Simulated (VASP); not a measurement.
# K (I4/mmm) in VASP: a series of runs

K is run at these levels: PBE, r2SCAN+D3(BJ); tasks: single point.

Everything below comes from runs of VASP 6.6.1. Logs are shortened: lines on timing, memory, paths and dates and some standing lists are left out, and cuts for length are marked.

## (1) The cell of the first run

It takes space group I4/mmm (No. 139, tetragonal). The conventional cell has a = 4.576 Å, b = 4.576 Å, c = 3.767 Å, α = 90.00°, β = 90.00°, γ = 90.00°. Within 4.9 Å of K (site symmetry 4/mmm) lie 14 K at 3.74 to 4.58 Å.

## (2) Single point, PBE

The input, INCAR:

```
ALGO     = Normal         # electronic algorithm
EDIFF    = 1E-6           # SCF threshold, eV
ENCUT    = 500            # plane-wave cutoff, eV
GGA      = PE             # functional
GGA_COMPAT= F            
ISIF     = 2              # what is computed and relaxed
ISMEAR   = -1             # smearing method
LASPH    = T              # aspherical terms in the spheres
LCHARG   = T              # write CHGCAR
LELF     = T              # ELF
LREAL    = F              # projectors in reciprocal space
LVHAR    = T            
LWAVE    = F              # write WAVECAR
NBANDS   = 10             # bands
NELM     = 120            # most SCF steps
PREC     = Accurate       # precision mode
SIGMA    = 0.0346         # smearing width, eV
```

The input, KPOINTS:

```
k-points
0
Gamma
  6 6 6
```

The input, POSCAR:

```
K
1.0
   -2.2878280000      2.2878280000      1.8836840000
    2.2878280000     -2.2878280000      1.8836840000
    2.2878280000      2.2878280000     -1.8836840000
K
1
Direct
    0.0000000000      0.0000000000      0.0000000000
```

Potentials or basis: VASP PAW PBE potentials, release 64 (K_sv).

On the command line:

```sh
$ cat potpaw_PBE.64/K_sv/POTCAR > POTCAR
$ mpirun -np 1 vasp_std > vasp.out
```

OUTCAR:

```text
EDIFF = 1E-6
   ENCUT = 500
   GGA = PE
   ISIF = 2
   ISMEAR = -1
   LASPH = T
   LREAL = F
   NELM = 120
   PREC = Accurate

 ion  position               nearest neighbor table
   1  0.000  0.000  0.000-

  LATTYP: Found a body centered tetragonal cell.
 ALAT       =     4.5756560000
 C/A-ratio  =     0.8233503568

  Lattice vectors:

 A1 = (  -2.2878280000,   2.2878280000,   1.8836840000)
 A2 = (   2.2878280000,  -2.2878280000,   1.8836840000)
 A3 = (   2.2878280000,   2.2878280000,  -1.8836840000)

Analysis of symmetry for initial positions (statically):
=====================================================================
 Subroutine PRICEL returns:
 Original cell was already a primitive cell.

 Routine SETGRP: Setting up the symmetry group for a
 body centered tetragonal supercell.

 Subroutine GETGRP returns: Found 16 space group operations
 (whereof 16 operations were pure point group operations)
 out of a pool of 16 trial point group operations.

The static configuration has the point symmetry D_4h.

Analysis of symmetry for dynamics (positions and initial velocities):
=====================================================================
 Subroutine PRICEL returns:
 Original cell was already a primitive cell.

 Routine SETGRP: Setting up the symmetry group for a
 body centered tetragonal supercell.

 Subroutine GETGRP returns: Found 16 space group operations
 (whereof 16 operations were pure point group operations)
 out of a pool of 16 trial point group operations.

The dynamic configuration has the point symmetry D_4h.

 Subroutine INISYM returns: Found 16 space group operations
 (whereof 16 operations are pure point group operations),
 and found     1 'primitive' translations

----------------------------------------------------------------------------------------

                                     Primitive cell

  volume of cell :      39.4380

  direct lattice vectors                    reciprocal lattice vectors
    -2.287828000  2.287828000  1.883684000     0.000000000  0.218547898  0.265437303
     2.287828000 -2.287828000  1.883684000     0.218547898  0.000000000  0.265437303
     2.287828000  2.287828000 -1.883684000     0.218547898  0.218547898  0.000000000

  length of vectors
     3.743872237  3.743872237  3.743872237     0.343831565  0.343831565  0.309073401

  position of ions in fractional coordinates (direct lattice)
     0.000000000  0.000000000  0.000000000

[... 73 lines left out ...]
   ENCUT  =  500.0 eV  36.75 Ry    6.06 a.u.   6.83  6.83  6.83*2*pi/ulx,y,z
   NELM   =    120;   NELMIN=  2; NELMDL= -5     # of ELM steps
   EDIFF  = 0.1E-05   stopping-criterion for ELM
   LREAL  =      F    real-space projection
   EDIFFG = 0.1E-04   stopping-criterion for IOM
   NSW    =      0    number of steps for IOM
   IBRION =     -1    ionic relax: 0-MD 1-quasi-New 2-CG
   NFREE  =      0    steps in history (QN), initial steepest desc. (CG)
   ISIF   =      2    stress and relaxation
   ISYM   =      2    0-nonsym 1-usesym 2-fastsym
   POTIM  = 0.5000    time-step for ionic-motion
   TEBEG  =    0.0;   TEEND  =   0.0 temperature during run
   PSTRESS=    0.0 pullay stress
   NELECT =       9.0000    total number of electrons
   NUPDOWN=      -1.0000    fix difference up-down
   EMIN   =  10.00;   EMAX   =-10.00  energy-range for DOS
   EFERMI =   0.00;   METHOD = LEGACY
   ISMEAR =    -1;   SIGMA  =   0.03  broadening in eV -4-tet -1-fermi 0-gaus
   EFERMI_NEDOS =   21; number of points for ismear=-14 and -15
   IALGO  =     38    algorithm
   IMIX   =      4    mixing-type and parameters
     AMIX     =   0.40;   BMIX     =  1.00
     AMIX_MAG =   1.60;   BMIX_MAG =  1.00
  volume/ion in A,a.u.               =      39.44       266.14
  Fermi-wavevector in a.u.,A,eV,Ry     =   1.000424  1.890527 13.617364  1.000848
  Thomas-Fermi vector in A             =   2.132779
   LORBIT       =      0    0 simple, 1 ext, 2 COOP (PROOUT), +10 PAW based schemes
   GGA     = PE    functional components
   LHFCALC =     F    Hartree Fock is set to
   AEXX    =    0.0000 exact exchange contribution
   IVDW    =     0    specifies the selected vdW correction
   LEPSILON=     F    determine dielectric tensor
   LRPA    =     F    only Hartree local field effects (RPA)
 non-spin polarized calculation
  energy-cutoff  :      500.00
  volume of cell :       39.44
 maximum number of plane-waves:      1027
   NGX = 13   NGY = 13   NGZ = 13

 number of electron       9.0000002 magnetization

 Free energy of the ion-electron system (eV)
  ---------------------------------------------------
  ext. energy  EPLUGINS =         0.00000000
  ---------------------------------------------------
  free energy    TOTEN  =        -0.54003000 eV

  energy without entropy =       -0.53369224  energy(sigma->0) =       -0.53686112

 E-fermi :   1.8440     XC(G=0):  -7.4207

 val. band max:        1.8250369245   @ k =  -0.3333   0.3333   0.3333
 cond. band min:       1.8792891392   @ k =   0.5000   0.1667  -0.0000
 fundamental gap:      0.0542522147
 Fermi energy:         1.8440014116

 k-point     1 :       0.0000    0.0000    0.0000
  band No.  band energies     occupation
      1     -30.2990      2.00000
      2     -13.5718      2.00000
      3     -13.5718      2.00000
      4     -13.5492      2.00000
      5      -1.2757      2.00000
      6       5.6007      0.00000
      7       6.8829      0.00000
      8       7.2006      0.00000
      9       7.2006      0.00000
     10       8.8236      0.00000
[... 287 lines left out ...]
 k-point    24 :      -0.1667   -0.3333    0.1667
  band No.  band energies     occupation
      1     -30.2260      2.00000
      2     -13.9951      2.00000
      3     -13.7211      2.00000
      4     -13.6910      2.00000
      5       1.7266      1.93504
      6       4.1700      0.00000
      7       5.0353      0.00000
      8       6.0934      0.00000
      9       8.0146      0.00000
     10      10.0244      0.00000

 [... further k-points ...]
[... 5 lines left out ...]
  --------------------------------------------------------------------------------------
  -------------------------------------------------------------------------------------
  Total        1.7028687      1.7028687      2.0215060      0.0000000      0.0000000     -0.0000000
  in kB       69.1794293     69.1794293     82.1241396      0.0000000      0.0000000     -0.0000000
  external PRESSURE =      73.4943327 kB  Pullay stress =       0.0000000 kB

 VOLUME and BASIS-vectors are now :
 -----------------------------------------------------------------------------
  energy-cutoff  :      500.00
  volume of cell :       39.44
      direct lattice vectors                 reciprocal lattice vectors
    -2.287828000  2.287828000  1.883684000     0.000000000  0.218547898  0.265437303
     2.287828000 -2.287828000  1.883684000     0.218547898  0.000000000  0.265437303
     2.287828000  2.287828000 -1.883684000     0.218547898  0.218547898  0.000000000

 POSITION                                       TOTAL-FORCE (eV/Angst)
 -----------------------------------------------------------------------------------
      0.00000      0.00000      0.00000         0.000000      0.000000      0.000000
 -----------------------------------------------------------------------------------
    total drift:                                0.000000     -0.000000     -0.000000

  FREE ENERGIE OF THE ION-ELECTRON SYSTEM (eV)
  ---------------------------------------------------
  free  energy   TOTEN  =        -0.5400299987 eV

  energy  without entropy=       -0.5336922381  energy(sigma->0) =       -0.53686112
```

OSZICAR:

```text
N       E                     dE             d eps       ncg     rms          rms(c)
DAV:   1     0.515632979322E+02    0.51563E+02   -0.39753E+03   600   0.731E+02
DAV:   2     0.992047237754E+00   -0.50571E+02   -0.49305E+02   666   0.209E+02
DAV:   3    -0.474310739179E+00   -0.14664E+01   -0.14575E+01   826   0.294E+01
DAV:   4    -0.538433592549E+00   -0.64123E-01   -0.63985E-01   768   0.453E+00
DAV:   5    -0.542047373311E+00   -0.36138E-02   -0.36133E-02   878   0.863E-01    0.480E+00
DAV:   6    -0.539073321237E+00    0.29741E-02   -0.10364E-02   734   0.831E-01    0.310E+00
DAV:   7    -0.540296172172E+00   -0.12229E-02   -0.15118E-02   794   0.928E-01    0.171E-01
DAV:   8    -0.540020859914E+00    0.27531E-03   -0.22550E-03   714   0.488E-01    0.553E-02
DAV:   9    -0.540027335530E+00   -0.64756E-05   -0.56718E-05   820   0.487E-02    0.200E-02
DAV:  10    -0.540029551820E+00   -0.22163E-05   -0.12314E-05   764   0.306E-02    0.300E-03
DAV:  11    -0.540029998653E+00   -0.44683E-06   -0.47131E-07   404   0.836E-03
   1 F= -.54003000E+00 E0= -.53686112E+00  d E =-.633776E-02
```

It took 20 s on 1 thread of Intel Xeon 8259CL, shared host; peak memory 0.15 GiB.

What came out:

```yaml
Free_energy: -0.5400 eV
Pressure: 7.3 GPa
```

Stress tensor (GPa, compression positive):
```
6.92 0.00 0.00
0.00 6.92 0.00
0.00 0.00 8.21
```

Caveat: the k points lie up to 0.36 Å⁻¹ apart.

## (3) Single point, r2SCAN+D3(BJ)

POSCAR is that of step 2.

The input, INCAR.step1:

```
SYSTEM = K
PREC = Accurate
ENCUT = 550
ISMEAR = -1
SIGMA = 0.0346
LREAL = .FALSE.
LASPH = .TRUE.
NELM = 120
NBANDS = 10
GGA = PE
ALGO = Normal
EDIFF = 1E-5
LWAVE = .TRUE.
LCHARG = .FALSE.
GGA_COMPAT = .FALSE.
```

The input, INCAR.step2:

```
SYSTEM = K
PREC = Accurate
ENCUT = 550
EDIFF = 1E-6
ISMEAR = -1
SIGMA = 0.0346
LREAL = .FALSE.
LASPH = .TRUE.
NELM = 120
ALGO = Normal
ISIF = 2
LWAVE = .FALSE.
LCHARG = .FALSE.
METAGGA = R2SCAN
LMIXTAU = .TRUE.
IVDW = 12
VDW_S6 = 1.0
VDW_S8 = 0.78981345
VDW_A1 = 0.49484001
VDW_A2 = 5.73083694
NBANDS = 10
ISTART = 1
GGA_COMPAT = .FALSE.
```

The input, KPOINTS:

```
Automatic mesh
0
G
  6 6 6
  0 0 0
```

Potentials or basis: VASP PAW PBE potentials, release 64 (K_sv).

On the command line:

```sh
$ cat potpaw_PBE.64/K_sv/POTCAR > POTCAR
$ cp INCAR.step1 INCAR
$ mpirun -np 1 vasp_std > vasp.out
$ cp INCAR.step2 INCAR
$ mpirun -np 1 vasp_std > vasp.out
```

It took 2 min on 1 thread of Intel Xeon 8259CL, shared host; peak memory 0.18 GiB.

It converged, with:

```yaml
Free_energy: -5.5500 eV
Pressure: 7.3 GPa
Dispersion_energy_per_atom: -0.099 eV
```

Stress tensor (GPa, compression positive):
```
7.01 0.00 0.00
0.00 7.01 0.00
0.00 0.00 7.91
```

Levels at points of the mesh, in eV from the Fermi level:
| k point | band 1 | band 2 | band 3 | band 4 | band 5 | band 6 | band 7 | band 8 | band 9 |
| --- | --- | --- | --- | --- | --- | --- | --- | --- | --- |
| (0.00, 0.00, 0.00) | -33.72 | -16.21 | -16.21 | -16.21 | -3.24 | 4.10 | 5.40 | 5.75 | 5.75 |
| (0.50, 0.00, 0.00) | -33.64 | -16.73 | -16.35 | -16.27 | 0.28 | 1.81 | 2.82 | 6.40 | 8.27 |
| (0.50, 0.50, 0.00) | -33.66 | -16.70 | -16.30 | -16.19 | 0.24 | 0.72 | 4.62 | 5.37 | 6.61 |
| (0.50, 0.50, 0.50) | -33.62 | -16.57 | -16.57 | -16.40 | 0.44 | 1.51 | 5.09 | 5.09 | 8.20 |

Caveat: the k points lie up to 0.36 Å⁻¹ apart; three body term missing; the PAW data sets were made with another functional, which shifts forces and pressure a little; pairwise dispersion overbinds metals, which lowers pressure and volume.
